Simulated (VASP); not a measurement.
Runs of VASP 6.6.1 on AlGaN2. The structure is that of space group P-4m2 (No. 115), or close to it. The cells are those of the table. 

| cell | gap on the mesh (eV) | pressure (GPa) | largest force (eV/Å) |
| --- | --- | --- | --- |
| a = 3.090, b = 3.090, c = 4.570 Å, 4 atoms | 3.28 | -0.1 | 0.09 |
| a = 3.229, b = 3.229, c = 4.185 Å, 4 atoms | 3.35 | -0.7 | (a) |
| a = 3.383, b = 3.383, c = 3.812 Å, 4 atoms | 2.90 | -4.3 | 0.34 |
| a = 3.043, b = 3.043, c = 4.714 Å, 4 atoms | 3.15 | -0.5 | 0.15 |
| a = 3.184, b = 3.184, c = 4.305 Å, 4 atoms | 3.40 | -0.3 | (c) |
| a = 2.956, b = 2.956, c = 4.996 Å, 4 atoms | 2.70 | -1.8 | (b) |
| a = 3.316, b = 3.316, c = 3.970 Å, 4 atoms | 3.11 | -2.3 | 0.26 |
| a = 2.878, b = 2.878, c = 5.269 Å, 4 atoms | 1.95 | -3.3 | 0.26 |

Alike in all rows: task single point; level r2SCAN; potentials or basis VASP PAW PBE potentials, release 64 (Al, Ga_d, N); no spin polarisation; k mesh 8 × 8 × 6; cutoff (eV) 520; smearing gaussian 0.05 eV.

Q: Estimate the missing entries.

A: (a) 0.14; (b) 0.24; (c) 0.07.

Caveats: the PAW data sets were made with another functional, which shifts forces and pressure a little.

A k mesh can miss the band edges, and the runs leave out spin-orbit coupling on Ga.
